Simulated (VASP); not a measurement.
Input of a VASP 6.6.1 run:

INCAR

```
ALGO = Normal
EDIFF = 1E-6
ENCUT = 500
GGA = PE
GGA_COMPAT = F
ISIF = 2
ISMEAR = 0
LASPH = T
LCHARG = F
LMAXMIX = 6
LREAL = F
LWAVE = F
NBANDS = 58
NELM = 200
PREC = Accurate
SIGMA = 0.1
```

KPOINTS

```
k-points
0
Gamma
  4 2 2
```

Contents of POSCAR:

```
KNd2Sb3
1.0
    4.8593910493      0.0000000000      0.0000000000
    0.0000000000      8.4167121913      0.0000000000
    0.0000000000      0.0000000000     11.0743462129
K Nd Sb
2 4 6
Direct
    0.5000000000      0.1666666667      0.0000000000
    1.0000000000      0.6666666667      0.0000000000
    1.0000000000      0.3333333333      0.3321520716
    0.5000000000      0.8333333333      0.3321520716
    1.0000000000      0.3333333333      0.6678479284
    0.5000000000      0.8333333333      0.6678479284
    1.0000000000      0.0000000000      0.5000000000
    0.5000000000      0.5000000000      0.5000000000
    1.0000000000      0.0000000000      0.7904477998
    0.5000000000      0.5000000000      0.7904477998
    1.0000000000      0.0000000000      0.2095522002
    0.5000000000      0.5000000000      0.2095522002
```

Potentials or basis: VASP PAW PBE potentials, release 64 (K_sv, Nd_3, Sb), 4f in core.

Command:

```bash
$ cat potpaw_PBE.64/K_sv/POTCAR potpaw_PBE.64/Nd_3/POTCAR potpaw_PBE.64/Sb/POTCAR > POTCAR
$ mpirun -np 1 vasp_std > vasp.out
```

Q: Predict the band gap on the k mesh.

A: 0.82 eV.

Q: Predict the largest force.

A: 0.034 eV/Å.

Q: What does it give for the pressure?

A: 0.2 GPa.

Forces on the atoms (eV/Å):
```
K    0.000  0.000  0.000
K    0.000  0.000  0.000
Nd   0.000  0.007  0.018
Nd   0.000  0.007  0.018
Nd   0.000  0.007 -0.018
Nd   0.000  0.007 -0.018
Sb   0.000 -0.012  0.000
Sb   0.000 -0.012  0.000
Sb   0.000 -0.001 -0.034
Sb   0.000 -0.001 -0.034
Sb   0.000 -0.001  0.034
Sb   0.000 -0.001  0.034
```

Caveat: spin-orbit coupling is left out, which moves the levels of the heavy elements; the 4f electrons are frozen in the core, so they carry no moment and show no levels. Spin polarisation is off, so any magnetic state and its effect on volume and gap are missing.
